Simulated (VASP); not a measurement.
# GeMo2 (P4/mmm) in VASP: single point with PBE

Aim: the single point of GeMo2 with PBE.

Program: VASP 6.6.1. These are calculated values, not measurements. Logs are shortened: lines on timing, memory, paths and dates and some standing lists are left out, and cuts for length are marked.

## (1) The cell of the first run

The structure is tetragonal, space group P4/mmm (No. 123). The conventional cell has a = 3.562 Å, b = 3.562 Å, c = 4.959 Å, α = 90.00°, β = 90.00°, γ = 90.00°. Ge (site symmetry 4/mmm) has 2 Mo at 2.48 Å within 3.3 Å. Within 3.3 Å of Mo (site symmetry 4/mmm) lie 4 Mo at 2.52 Å. Within 3.3 Å of Mo (site symmetry 4/mmm) lie 2 Ge at 2.48 Å and 4 Mo at 2.52 Å.

The cell was generated, and may not be a known phase.

## (2) Single point, PBE, collinear spin

File INCAR:

```
PREC     = Accurate       # precision mode
ENCUT    = 520            # plane-wave cutoff, eV
EDIFF    = 1E-7           # SCF threshold, eV
ISMEAR   = 0              # smearing method
SIGMA    = 0.1            # smearing width, eV
LREAL    = False          # projectors in reciprocal space
LASPH    = True           # aspherical terms in the spheres
NELM     = 150            # most SCF steps
ALGO     = Normal         # electronic algorithm
ISIF     = 2              # what is computed and relaxed
LWAVE    = False          # write WAVECAR
LCHARG   = False          # write CHGCAR
ISPIN    = 2              # spin polarisation
MAGMOM   = 0 0.54 -0.14   # initial moments
LORBIT   = 11             # projections on sites
LMAXMIX  = 4              # l up to which the mixer works
GGA      = PE             # functional
NBANDS   = 32             # bands
KPAR     = 4
```

File KPOINTS:

```
Automatic mesh
0
Gamma
  14 14 10
```

File POSCAR:

```
GeMo2
1.0
    3.5621953533      0.0000000000      0.0000000000
    0.0000000000      3.5621953533      0.0000000000
    0.0000000000      0.0000000000      4.9588032858
Ge Mo
1 2
Direct
    0.5000000000      0.5000000000      0.0000000000
    0.0000000000      0.0000000000      0.5000000000
    0.5000000000      0.5000000000      0.5000000000
```

Potentials or basis: VASP PAW PBE potentials, release 64 (Ge_d, Mo_sv).

Started as:

```bash
$ cat potpaw_PBE.64/Ge_d/POTCAR potpaw_PBE.64/Mo_sv/POTCAR > POTCAR
$ mpirun -np 4 vasp_std > vasp.out
```

OUTCAR:

```text
PREC = Accurate
   ENCUT = 520
   EDIFF = 1E-7
   ISMEAR = 0
   LREAL = False
   LASPH = True
   NELM = 150
   ISIF = 2
   ISPIN = 2
   LORBIT = 11
   GGA = PE

 ion  position               nearest neighbor table
   1  0.500  0.500  0.000-   3 2.48   3 2.48
   2  0.000  0.000  0.500-   3 2.52   3 2.52   3 2.52   3 2.52
   3  0.500  0.500  0.500-   1 2.48   1 2.48   2 2.52   2 2.52   2 2.52   2 2.52

  LATTYP: Found a simple tetragonal cell.
 ALAT       =     3.5621953533
 C/A-ratio  =     1.3920638241

  Lattice vectors:

 A1 = (   3.5621953533,   0.0000000000,   0.0000000000)
 A2 = (   0.0000000000,   3.5621953533,   0.0000000000)
 A3 = (   0.0000000000,   0.0000000000,   4.9588032858)

Analysis of symmetry for initial positions (statically):
=====================================================================
 Subroutine PRICEL returns:
 Original cell was already a primitive cell.

 Routine SETGRP: Setting up the symmetry group for a
 simple tetragonal supercell.

 Subroutine GETGRP returns: Found 16 space group operations
 (whereof 16 operations were pure point group operations)
 out of a pool of 16 trial point group operations.

The static configuration has the point symmetry D_4h.

Analysis of symmetry for dynamics (positions and initial velocities):
=====================================================================
 Subroutine PRICEL returns:
 Original cell was already a primitive cell.

 Routine SETGRP: Setting up the symmetry group for a
 simple tetragonal supercell.

 Subroutine GETGRP returns: Found 16 space group operations
 (whereof 16 operations were pure point group operations)
 out of a pool of 16 trial point group operations.

The dynamic configuration has the point symmetry D_4h.

Analysis of structural, dynamic, and magnetic symmetry:
=====================================================================
 Subroutine PRICEL returns:
 Original cell was already a primitive cell.

 Routine SETGRP: Setting up the symmetry group for a
 simple tetragonal supercell.

 Subroutine GETGRP returns: Found 16 space group operations
 (whereof 16 operations were pure point group operations)
 out of a pool of 16 trial point group operations.

The overall configuration has the point symmetry D_4h.

 Subroutine INISYM returns: Found 16 space group operations
 (whereof 16 operations are pure point group operations),
 and found     1 'primitive' translations

----------------------------------------------------------------------------------------

                                     Primitive cell

  volume of cell :      62.9234

  direct lattice vectors                    reciprocal lattice vectors
     3.562195353  0.000000000  0.000000000     0.280725761  0.000000000  0.000000000
     0.000000000  3.562195353  0.000000000     0.000000000  0.280725761  0.000000000
     0.000000000  0.000000000  4.958803286     0.000000000  0.000000000  0.201661559

  length of vectors
     3.562195353  3.562195353  4.958803286     0.280725761  0.280725761  0.201661559

  position of ions in fractional coordinates (direct lattice)
     0.500000000  0.500000000  0.000000000
     0.000000000  0.000000000  0.500000000
     0.500000000  0.500000000  0.500000000

  ion indices of the primitive-cell ions
   primitive index   ion index
                 1           1
                 2           2
                 3           3

----------------------------------------------------------------------------------------

 KPOINTS: Automatic mesh

Automatic generation of k-mesh.
 Grid dimensions read from file:
 generate k-points for:   14   14   10

 Generating k-lattice:

  Cartesian coordinates                     Fractional coordinates (reciprocal lattice)
     0.020051840  0.000000000  0.000000000     0.071428571  0.000000000  0.000000000
     0.000000000  0.020051840  0.000000000     0.000000000  0.071428571  0.000000000
     0.000000000  0.000000000  0.020166156     0.000000000  0.000000000  0.100000000

  Length of vectors
     0.020051840  0.020051840  0.020166156

  Shift w.r.t. Gamma in fractional coordinates (k-lattice)
     0.000000000  0.000000000  0.000000000

 Subroutine IBZKPT returns following result:
 ===========================================

 Found    216 irreducible k-points:

 Following reciprocal coordinates:
            Coordinates               Weight
  0.000000  0.000000  0.000000      1.000000
  0.071429  0.000000  0.000000      4.000000
  0.142857  0.000000  0.000000      4.000000
  0.214286  0.000000  0.000000      4.000000
  0.285714  0.000000  0.000000      4.000000
  0.357143  0.000000  0.000000      4.000000
[... 16 lines left out ...]
  0.285714  0.214286  0.000000      8.000000
  0.357143  0.214286  0.000000      8.000000
 [... further k-points ...]
   k-points           NKPTS =    216   k-points in BZ     NKDIM =    216   number of bands    NBANDS=     32
   number of dos      NEDOS =    301   number of ions     NIONS =      3
   total plane-waves  NPLWV =  31360
   dimension x,y,z NGX =    28 NGY =   28 NGZ =   40
   dimension x,y,z NGXF=    56 NGYF=   56 NGZF=   80
   ions per type =               1   2
   NGX,Y,Z   is equivalent  to a cutoff of  13.07, 13.07, 13.41 a.u.
   NGXF,Y,Z  is equivalent  to a cutoff of  26.13, 26.13, 26.82 a.u.
 SYSTEM =  unknown system
   PREC   = accura    normal or accurate (medium, high low for compatibility)
   ISTART =      0    job   : 0-new  1-cont  2-samecut
   ICHARG =      2    charge: 1-file 2-atom 10-const
   ISPIN  =      2    spin polarized calculation?
   LNONCOLLINEAR =      F non collinear calculations
   LSORBIT =      F    spin-orbit coupling
   LASPH  =      T    aspherical Exc in radial PAW
   ENCUT  =  520.0 eV  38.22 Ry    6.18 a.u.   6.62  6.62  9.22*2*pi/ulx,y,z
   NELM   =    150;   NELMIN=  2; NELMDL= -5     # of ELM steps
   EDIFF  = 0.1E-06   stopping-criterion for ELM
   LREAL  =      F    real-space projection
   EDIFFG = 0.1E-05   stopping-criterion for IOM
   NSW    =      0    number of steps for IOM
   IBRION =     -1    ionic relax: 0-MD 1-quasi-New 2-CG
   NFREE  =      0    steps in history (QN), initial steepest desc. (CG)
   ISIF   =      2    stress and relaxation
   ISYM   =      2    0-nonsym 1-usesym 2-fastsym
   POTIM  = 0.5000    time-step for ionic-motion
   TEBEG  =    0.0;   TEEND  =   0.0 temperature during run
   PSTRESS=    0.0 pullay stress
   NELECT =      42.0000    total number of electrons
   NUPDOWN=      -1.0000    fix difference up-down
   EMIN   =  10.00;   EMAX   =-10.00  energy-range for DOS
   EFERMI =   0.00;   METHOD = LEGACY
   ISMEAR =     0;   SIGMA  =   0.10  broadening in eV -4-tet -1-fermi 0-gaus
   EFERMI_NEDOS =   21; number of points for ismear=-14 and -15
   IALGO  =     38    algorithm
   IMIX   =      4    mixing-type and parameters
     AMIX     =   0.40;   BMIX     =  1.00
     AMIX_MAG =   1.60;   BMIX_MAG =  1.00
  volume/ion in A,a.u.               =      20.97       141.54
  Fermi-wavevector in a.u.,A,eV,Ry     =   1.430717  2.703664 27.850471  2.046952
  Thomas-Fermi vector in A             =   2.550532
   LORBIT       =     11    0 simple, 1 ext, 2 COOP (PROOUT), +10 PAW based schemes
   GGA     = PE    functional components
   LHFCALC =     F    Hartree Fock is set to
   AEXX    =    0.0000 exact exchange contribution
   IVDW    =     0    specifies the selected vdW correction
   LEPSILON=     F    determine dielectric tensor
   LRPA    =     F    only Hartree local field effects (RPA)
 spin polarized calculation
 Gauss-broadening in eV      SIGMA  =   0.10
  energy-cutoff  :      520.00
  volume of cell :       62.92
 maximum number of plane-waves:      1736
 NGX is ok and might be reduce to    28
   NGX = 13   NGY = 13   NGZ = 19

 number of electron      42.0000001 magnetization       0.0025432

 number of electron      42.0000001 magnetization      -0.0001213

 Free energy of the ion-electron system (eV)
  ---------------------------------------------------
  ext. energy  EPLUGINS =         0.00000000
  ---------------------------------------------------
  free energy    TOTEN  =       -23.06553190 eV

  energy without entropy =      -23.04827000  energy(sigma->0) =      -23.05690095

 E-fermi :   7.3679     XC(G=0): -11.1485

 val. band max:        7.3661693205   @ k =   0.4286   0.2143   0.4000
 cond. band min:       7.3702727802   @ k =   0.2857   0.2857   0.5000
 fundamental gap:      0.0041034597
 Fermi energy:         7.3679347688

 spin component 1

 k-point     1 :       0.0000    0.0000    0.0000
  band No.  band energies     occupation
      1     -53.6934      1.00000
      2     -53.0214      1.00000
      3     -28.2819      1.00000
      4     -28.2819      1.00000
      5     -27.8269      1.00000
      6     -27.2378      1.00000
[... 24 lines left out ...]
     31      16.5352      0.00000
     32      17.1466      0.00000
[... 774 lines left out ...]
      2     -53.1338      1.00000
      3     -28.3660      1.00000
      4     -27.8798      1.00000
      5     -27.7311      1.00000
      6     -27.3240      1.00000
[... 24 lines left out ...]
     31      15.6859      0.00000
     32      18.8645      0.00000

 [... further k-points ...]

 spin component 2

 k-point     1 :       0.0000    0.0000    0.0000
  band No.  band energies     occupation
      1     -53.6935      1.00000
      2     -53.0214      1.00000
      3     -28.2819      1.00000
      4     -28.2819      1.00000
      5     -27.8270      1.00000
      6     -27.2378      1.00000
[... 24 lines left out ...]
     31      16.5352      0.00000
     32      17.1466      0.00000
[... 774 lines left out ...]
      2     -53.1338      1.00000
      3     -28.3661      1.00000
      4     -27.8798      1.00000
      5     -27.7312      1.00000
      6     -27.3240      1.00000
[... 24 lines left out ...]
     31      15.6858      0.00000
     32      18.8645      0.00000

 [... further k-points ...]

------------------------ aborting loop because EDIFF is reached ----------------------------------------

  FORCE on cell =-STRESS in cart. coord.  units (eV):
  Direction    XX          YY          ZZ          XY          YZ          ZX
  --------------------------------------------------------------------------------------
  -------------------------------------------------------------------------------------
  Total        0.1182280      0.1182280      0.0827133      0.0000000      0.0000000     -0.0000000
  in kB        3.0103614      3.0103614      2.1060750      0.0000000      0.0000000     -0.0000000
  external PRESSURE =       2.7089326 kB  Pullay stress =       0.0000000 kB

 VOLUME and BASIS-vectors are now :
 -----------------------------------------------------------------------------
  energy-cutoff  :      520.00
  volume of cell :       62.92
      direct lattice vectors                 reciprocal lattice vectors
     3.562195353  0.000000000  0.000000000     0.280725761  0.000000000  0.000000000
     0.000000000  3.562195353  0.000000000     0.000000000  0.280725761  0.000000000
     0.000000000  0.000000000  4.958803286     0.000000000  0.000000000  0.201661559

 POSITION                                       TOTAL-FORCE (eV/Angst)
 -----------------------------------------------------------------------------------
      1.78110      1.78110      0.00000         0.000000      0.000000      0.000000
      0.00000      0.00000      2.47940         0.000000      0.000000      0.000000
      1.78110      1.78110      2.47940         0.000000      0.000000      0.000000
 -----------------------------------------------------------------------------------
    total drift:                                0.000000      0.000000      0.000000

  FREE ENERGIE OF THE ION-ELECTRON SYSTEM (eV)
  ---------------------------------------------------
  free  energy   TOTEN  =       -23.0655318985 eV

  energy  without entropy=      -23.0482700028  energy(sigma->0) =      -23.05690095

 total charge

# of ion       s       p       d       tot
------------------------------------------
    1        1.243   0.960  10.015  12.218
    2        2.351   6.100   4.036  12.487
    3        2.386   6.161   4.223  12.770
--------------------------------------------------
tot          5.980  13.221  18.274  37.475

 magnetization (x)

# of ion       s       p       d       tot
------------------------------------------
    1       -0.000   0.000  -0.000   0.000
    2       -0.000  -0.000  -0.000  -0.000
    3        0.000  -0.000   0.000   0.000
--------------------------------------------------
tot         -0.000   0.000  -0.000  -0.000
```

Run time: 5.1 min. Hardware: 4 MPI ranks of Oxide Virtual Turin-like, shared host; peak memory 0.65 GiB.

What came out:

```yaml
Free_energy: -23.0655 eV
Pressure: 0.3 GPa
Band_gap_on_the_k_mesh: zero (filled and empty bands overlap)
Net_moment: 0.00 μB per cell
Valence_electrons_inside_the_program's_atomic_spheres: Ge 12.22; Mo 12.49, 12.77
```

Stress tensor (GPa, compression positive):
```
0.30 0.00 0.00
0.00 0.30 0.00
0.00 0.00 0.21
```
